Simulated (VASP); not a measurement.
WS2, 6 atoms in the cell. The cell holds a slab with vacuum, 6 atoms: a = 3.160 Å, b = 3.160 Å, c = 23.804 Å, α = 90.00°, β = 90.00°, γ = 120.00°. 

- Program: VASP 6.6.1
- Task: single point
- Functional: PBE
- Dispersion: D3(BJ)
- Potentials or basis: VASP PAW PBE potentials, release 64 (S, W_sv)
- Cutoff: 520 eV
- k mesh: 9 × 9 × 1
- Occupations: gaussian, width 0.05 eV
- Spin: no spin polarisation
- Dipole correction: yes
- Further INCAR settings: ALGO = Normal; EDIFF = 1e-06; NBANDS = 35

Potentials or basis: VASP PAW PBE potentials, release 64 (S, W_sv).

The run is started by

```bash
$ cat potpaw_PBE.64/S/POTCAR potpaw_PBE.64/W_sv/POTCAR > POTCAR
$ mpirun -np 1 vasp_std > vasp.out
```

Hardware: 1 thread of Intel(R) Xeon(R) Platinum 8488C (Sapphire Rapids), with other jobs on the host.

**Question.** How long does it take, and how much memory?

**Answer.** Wall time 110 s on 1 thread of Intel(R) Xeon(R) Platinum 8488C (Sapphire Rapids), with other jobs on the host, peak memory 0.34 GiB. Counts: scf iterations 23, k points 12.
